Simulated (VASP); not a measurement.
# PbF2 (Immm) in VASP: single point with PBE

Aim: the single point of PbF2 with PBE.

Everything below comes from runs of VASP 6.6.1. Logs are shortened: lines on timing, memory, paths and dates and some standing lists are left out, and cuts for length are marked.

### Step 1. The cell of the first run

The structure is orthorhombic, space group Immm (No. 71). The conventional cell has a = 4.074 Å, b = 4.326 Å, c = 5.940 Å, α = 90.00°, β = 90.00°, γ = 90.00°. Pb (site symmetry mmm) has 8 F at 2.52 to 2.62 Å within 3.3 Å. Within 3.3 Å of F (site symmetry mm2) lie 4 Pb at 2.52 to 2.62 Å and 6 F at 2.97 Å.

### Step 2. Single point, PBE (strain -0.0600 x Voigt [0, 0, 0, 1, 0, 0])

Contents of INCAR:

```
SYSTEM = PbF2
PREC = Accurate ; ENCUT = 520
EDIFF = 1E-6 ; ISMEAR = 0
SIGMA = 0.05 ; LREAL = .False.
LASPH = .True. ; NELM = 80
ALGO = Normal ; ISIF = 2
LWAVE = .False. ; LCHARG = .False.
GGA = PE ; NBANDS = 21
```

Contents of KPOINTS:

```
Automatic mesh
0
Gamma
  8 8 8
  0 0 0
```

Contents of POSCAR:

```
PbF2
1.0
    0.0000000000      2.8807545000      2.8807545000
    2.9698500000     -0.0890955000      2.9698500000
    2.9698500000      2.9698500000     -0.0890955000
Pb F
1 2
Direct
    0.0000000000      0.0000000000      0.0000000000
    0.2500000000      0.2500000000      0.2500000000
    0.7500000000      0.7500000000      0.7500000000
```

Potentials or basis: VASP PAW PBE potentials, release 64 (Pb_d, F).

Started as:

```
cat potpaw_PBE.64/Pb_d/POTCAR potpaw_PBE.64/F/POTCAR > POTCAR
mpirun -np 1 vasp_std > vasp.out
```

OUTCAR:

```text
SYSTEM = PbF2
   PREC = Accurate
   ENCUT = 520
   EDIFF = 1E-6
   ISMEAR = 0
   LREAL = .False.
   LASPH = .True.
   NELM = 80
   ISIF = 2
   GGA = PE

 ion  position               nearest neighbor table
   1  0.000  0.000  0.000-   3 2.52   2 2.52   3 2.52   2 2.52   3 2.62   2 2.62   2 2.62   3 2.62

   2  0.250  0.250  0.250-   1 2.52   1 2.52   1 2.62   1 2.62
   3  0.750  0.750  0.750-   1 2.52   1 2.52   1 2.62   1 2.62

  LATTYP: Found a body centered orthorhombic cell.
 ALAT       =     4.0740020838
 B/A-ratio  =     1.0618556701
 C/A-ratio  =     1.4579521262

  Lattice vectors:

 A1 = (  -2.9698500000,   0.0890955000,  -2.9698500000)
 A2 = (  -2.9698500000,  -0.0890955000,   2.9698500000)
 A3 = (   2.9698500000,   2.9698500000,  -0.0890955000)

Analysis of symmetry for initial positions (statically):
=====================================================================
 Subroutine PRICEL returns:
 Original cell was already a primitive cell.

 Routine SETGRP: Setting up the symmetry group for a
 body centered orthorhombic supercell.

 Subroutine GETGRP returns: Found  8 space group operations
 (whereof  8 operations were pure point group operations)
 out of a pool of  8 trial point group operations.

The static configuration has the point symmetry D_2h.

Analysis of symmetry for dynamics (positions and initial velocities):
=====================================================================
 Subroutine PRICEL returns:
 Original cell was already a primitive cell.

 Routine SETGRP: Setting up the symmetry group for a
 body centered orthorhombic supercell.

 Subroutine GETGRP returns: Found  8 space group operations
 (whereof  8 operations were pure point group operations)
 out of a pool of  8 trial point group operations.

The dynamic configuration has the point symmetry D_2h.

 Subroutine INISYM returns: Found  8 space group operations
 (whereof  8 operations are pure point group operations),
 and found     1 'primitive' translations

----------------------------------------------------------------------------------------

                                     Primitive cell

  volume of cell :      52.3411

  direct lattice vectors                    reciprocal lattice vectors
     0.000000000  2.880754500  2.880754500    -0.168358671  0.173565641  0.173565641
     2.969850000 -0.089095500  2.969850000     0.168358671 -0.163455021  0.163455021
     2.969850000  2.969850000 -0.089095500     0.168358671  0.163455021 -0.163455021

  length of vectors
     4.074002084  4.200947042  4.200947042     0.297648627  0.285971554  0.285971554

  position of ions in fractional coordinates (direct lattice)
     0.000000000  0.000000000  0.000000000
     0.250000000  0.250000000  0.250000000
     0.750000000  0.750000000  0.750000000

  ion indices of the primitive-cell ions
   primitive index   ion index
                 1           1
                 2           2
                 3           3

----------------------------------------------------------------------------------------

 KPOINTS: Automatic mesh

Automatic generation of k-mesh.
 Grid dimensions read from file:
 generate k-points for:    8    8    8

 Generating k-lattice:

  Cartesian coordinates                     Fractional coordinates (reciprocal lattice)
    -0.021044834  0.021695705  0.021695705     0.125000000  0.000000000  0.000000000
     0.021044834 -0.020431878  0.020431878     0.000000000  0.125000000 -0.000000000
     0.021044834  0.020431878 -0.020431878     0.000000000 -0.000000000  0.125000000

  Length of vectors
     0.037206078  0.035746444  0.035746444

  Shift w.r.t. Gamma in fractional coordinates (k-lattice)
     0.000000000  0.000000000  0.000000000

 Subroutine IBZKPT returns following result:
 ===========================================

 Found     95 irreducible k-points:

 Following reciprocal coordinates:
            Coordinates               Weight
  0.000000  0.000000  0.000000      1.000000
  0.125000 -0.000000 -0.000000      4.000000
  0.250000 -0.000000 -0.000000      4.000000
  0.375000  0.000000  0.000000      4.000000
  0.500000 -0.000000 -0.000000      2.000000
  0.000000  0.125000  0.000000      4.000000
[... 16 lines left out ...]
  0.125000  0.375000  0.000000      8.000000
  0.250000  0.375000 -0.000000      8.000000
 [... further k-points ...]
   k-points           NKPTS =     95   k-points in BZ     NKDIM =     95   number of bands    NBANDS=     21
   number of dos      NEDOS =    301   number of ions     NIONS =      3
   total plane-waves  NPLWV =  30720
   dimension x,y,z NGX =    30 NGY =   32 NGZ =   32
   dimension x,y,z NGXF=    60 NGYF=   64 NGZF=   64
   ions per type =               1   2
   NGX,Y,Z   is equivalent  to a cutoff of  12.24, 12.66, 12.66 a.u.
   NGXF,Y,Z  is equivalent  to a cutoff of  24.48, 25.33, 25.33 a.u.
 SYSTEM =  PbF2
   PREC   = accura    normal or accurate (medium, high low for compatibility)
   ISTART =      0    job   : 0-new  1-cont  2-samecut
   ICHARG =      2    charge: 1-file 2-atom 10-const
   ISPIN  =      1    spin polarized calculation?
   LNONCOLLINEAR =      F non collinear calculations
   LSORBIT =      F    spin-orbit coupling
   LASPH  =      T    aspherical Exc in radial PAW
   ENCUT  =  520.0 eV  38.22 Ry    6.18 a.u.   7.57  7.81  7.81*2*pi/ulx,y,z
   NELM   =     80;   NELMIN=  2; NELMDL= -5     # of ELM steps
   EDIFF  = 0.1E-05   stopping-criterion for ELM
   LREAL  =      F    real-space projection
   EDIFFG = 0.1E-04   stopping-criterion for IOM
   NSW    =      0    number of steps for IOM
   IBRION =     -1    ionic relax: 0-MD 1-quasi-New 2-CG
   NFREE  =      0    steps in history (QN), initial steepest desc. (CG)
   ISIF   =      2    stress and relaxation
   ISYM   =      2    0-nonsym 1-usesym 2-fastsym
   POTIM  = 0.5000    time-step for ionic-motion
   TEBEG  =    0.0;   TEEND  =   0.0 temperature during run
   PSTRESS=    0.0 pullay stress
   NELECT =      28.0000    total number of electrons
   NUPDOWN=      -1.0000    fix difference up-down
   EMIN   =  10.00;   EMAX   =-10.00  energy-range for DOS
   EFERMI =   0.00;   METHOD = LEGACY
   ISMEAR =     0;   SIGMA  =   0.05  broadening in eV -4-tet -1-fermi 0-gaus
   EFERMI_NEDOS =   21; number of points for ismear=-14 and -15
   IALGO  =     38    algorithm
   IMIX   =      4    mixing-type and parameters
     AMIX     =   0.40;   BMIX     =  1.00
     AMIX_MAG =   1.60;   BMIX_MAG =  1.00
  volume/ion in A,a.u.               =      17.45       117.74
  Fermi-wavevector in a.u.,A,eV,Ry     =   1.328964  2.511379 24.029880  1.766146
  Thomas-Fermi vector in A             =   2.458162
   LORBIT       =      0    0 simple, 1 ext, 2 COOP (PROOUT), +10 PAW based schemes
   GGA     = PE    functional components
   LHFCALC =     F    Hartree Fock is set to
   AEXX    =    0.0000 exact exchange contribution
   IVDW    =     0    specifies the selected vdW correction
   LEPSILON=     F    determine dielectric tensor
   LRPA    =     F    only Hartree local field effects (RPA)
 non-spin polarized calculation
 Gauss-broadening in eV      SIGMA  =   0.05
  energy-cutoff  :      520.00
  volume of cell :       52.34
 maximum number of plane-waves:      1432
   NGX = 15   NGY = 15   NGZ = 15

 number of electron      28.0000007 magnetization

 Free energy of the ion-electron system (eV)
  ---------------------------------------------------
  ext. energy  EPLUGINS =         0.00000000
  ---------------------------------------------------
  free energy    TOTEN  =       -14.31914605 eV

  energy without entropy =      -14.31914605  energy(sigma->0) =      -14.31914605

 E-fermi :   2.1151     XC(G=0):  -9.3782

 val. band max:        1.8661279909   @ k =  -0.3750   0.2500   0.2500
 cond. band min:       6.2368923393   @ k =   0.5000   0.5000   0.0000
 fundamental gap:      4.3707643484
 Fermi energy:         2.1151191575

 k-point     1 :       0.0000    0.0000    0.0000
  band No.  band energies     occupation
      1     -19.2401      2.00000
      2     -18.6300      2.00000
      3     -12.6122      2.00000
      4     -12.6063      2.00000
      5     -12.5972      2.00000
      6     -12.5504      2.00000
[... 13 lines left out ...]
     20      16.9986      0.00000
     21      18.7557      0.00000

 k-point     2 :       0.1250   -0.0000   -0.0000
  band No.  band energies     occupation
      1     -19.2089      2.00000
      2     -18.6584      2.00000
      3     -12.6055      2.00000
      4     -12.5976      2.00000
      5     -12.5644      2.00000
      6     -12.5512      2.00000
[... 13 lines left out ...]
     20      16.5592      0.00000
     21      18.8046      0.00000

 k-point     3 :       0.2500   -0.0000   -0.0000
  band No.  band energies     occupation
      1     -19.1275      2.00000
      2     -18.7301      2.00000
      3     -12.5950      2.00000
      4     -12.5893      2.00000
      5     -12.5474      2.00000
      6     -12.5360      2.00000
[... 13 lines left out ...]
     20      16.0331      0.00000
     21      17.5904      0.00000
[... 457 lines left out ...]
 k-point    23 :       0.1250    0.3750    0.0000
  band No.  band energies     occupation
      1     -19.0588      2.00000
      2     -18.7922      2.00000
      3     -12.5775      2.00000
      4     -12.5718      2.00000
      5     -12.5439      2.00000
      6     -12.5303      2.00000
[... 13 lines left out ...]
     20      16.6814      0.00000
     21      17.5858      0.00000

 k-point    24 :       0.2500    0.3750   -0.0000
  band No.  band energies     occupation
      1     -19.0441      2.00000
      2     -18.7999      2.00000
      3     -12.5716      2.00000
      4     -12.5518      2.00000
      5     -12.5438      2.00000
      6     -12.5269      2.00000
[... 13 lines left out ...]
     20      17.4608      0.00000
     21      18.6509      0.00000

 [... further k-points ...]

------------------------ aborting loop because EDIFF is reached ----------------------------------------

  FORCE on cell =-STRESS in cart. coord.  units (eV):
  Direction    XX          YY          ZZ          XY          YZ          ZX
  --------------------------------------------------------------------------------------
  -------------------------------------------------------------------------------------
  Total        0.7703795      0.7603661      0.7603661      0.0000000      0.6475956      0.0000000
  in kB       23.5815734     23.2750598     23.2750598      0.0000000     19.8231171      0.0000000
  external PRESSURE =      23.3772310 kB  Pullay stress =       0.0000000 kB

 VOLUME and BASIS-vectors are now :
 -----------------------------------------------------------------------------
  energy-cutoff  :      520.00
  volume of cell :       52.34
      direct lattice vectors                 reciprocal lattice vectors
     0.000000000  2.880754500  2.880754500    -0.168358671  0.173565641  0.173565641
     2.969850000 -0.089095500  2.969850000     0.168358671 -0.163455021  0.163455021
     2.969850000  2.969850000 -0.089095500     0.168358671  0.163455021 -0.163455021

 POSITION                                       TOTAL-FORCE (eV/Angst)
 -----------------------------------------------------------------------------------
      0.00000      0.00000      0.00000         0.000000     -0.000000     -0.000000
      1.48493      1.44038      1.44038         0.173545     -0.000000     -0.000000
      4.45477      4.32113      4.32113        -0.173545      0.000000      0.000000
 -----------------------------------------------------------------------------------
    total drift:                                0.000000     -0.000000      0.000000

  FREE ENERGIE OF THE ION-ELECTRON SYSTEM (eV)
  ---------------------------------------------------
  free  energy   TOTEN  =       -14.3191460470 eV

  energy  without entropy=      -14.3191460470  energy(sigma->0) =      -14.31914605
```

Wall time 73 s (1 thread of Intel Xeon Platinum 8259CL at 2.50GHz (Skylake/Cascade Lake), shared host); peak memory 0.24 GiB.

Results:

- Free energy: -14.3191 eV
- Pressure: 2.3 GPa
- Largest force: 0.174 eV/Å
- Band gap on the k mesh: 4.37 eV, indirect (least direct gap 4.54 eV)

Forces in eV/Å, atoms in the order of the input:
```
Pb   0.000  0.000  0.000
F    0.174  0.000  0.000
F   -0.174  0.000  0.000
```

Caveat: the cell differs from its parent crystal (strain -0.0600 x Voigt [0, 0, 0, 1, 0, 0]); spin-orbit coupling is left out, which moves the levels of the heavy elements. A k mesh can miss the band edges.
